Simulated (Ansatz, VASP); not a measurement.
## Cu: VASP beside Ansatz

The input POSCAR:

```
Cu
1.0
    2.4306477870      0.0000000000      0.0000000000
    0.0000000000      2.4306477870      0.0000000000
    0.0000000000      0.0000000000      2.4306477870
Cu
1
Direct
    0.0000000000      0.0000000000      0.0000000000
```

Contents of INCAR.step1:

```
  ALGO = Normal
  EDIFF = 1E-4
  ENCUT = 520
  GGA = PE
  ISMEAR = -1
  LASPH = T
  LCHARG = F
  LREAL = F
  LWAVE = T
  NBANDS = 12
  NELM = 80
  PREC = Accurate
  SIGMA = 0.1
```

Contents of INCAR.step2:

```
  ALGO = Normal
  EDIFF = 1E-6
  ENCUT = 520
  ISIF = 2
  ISMEAR = -1
  ISTART = 1
  LASPH = T
  LCHARG = F
  LMIXTAU = T
  LREAL = F
  LWAVE = F
  METAGGA = R2SCAN
  NBANDS = 12
  NELM = 80
  PREC = Accurate
  SIGMA = 0.1
```

File KPOINTS:

```
k-points
0
Gamma
  15 15 15
```

Input for Ansatz:

```yaml
crystal:
  lattice:
    - [2.430647787, 0.0, 0.0]
    - [0.0, 2.430647787, 0.0]
    - [0.0, 0.0, 2.430647787]
  atoms:
    - { symbol: Cu, position: [0.0, 0.0, 0.0] }
hamiltonian:
  xc: r2scan
  pseudopotentials:
    kind: paw
    azcp:
      Cu: "pseudopotentials/Cu.paw.azcp"
basis:
  ecutwfc: 500
  fft_grid_basis: typed
kpoints:
  mp_grid: { grid: [15, 15, 15], shift: [0, 0, 0] }
magnetization:
  spin_polarized: false
scf:
  occupations: { method: fermi_dirac, width: 0.1 }
  lower_state_search: "off"
output:
  stress: true
```

Alike in both runs: task single point; functional r2SCAN; k mesh 15 × 15 × 15; occupations fermi-dirac, width 0.1 eV; no spin polarisation.

|  | VASP | Ansatz |
| --- | --- | --- |
| version | VASP 6.6.1 | Ansatz 0.2.0 |
| potentials or method | VASP PAW PBE potentials, release 64 (Cu), cutoff 520 eV | plane waves (500 eV) with PAW, scalar-relativistic |
| valence electrons in the cell | 11 | 19 |

Ansatz gave:

```
pressure (GPa) : -7.5
```

Task: Which values does VASP return?

Result: Pressure (GPa): -7.2.

VASP's potentials were made for PBE, not for r2SCAN. The functional is the same, so the differences come from potentials, cutoffs and numerics. VASP's potentials hold 11 valence electrons a cell and Ansatz's 19, so a difference there can come from the potentials and not from the codes.
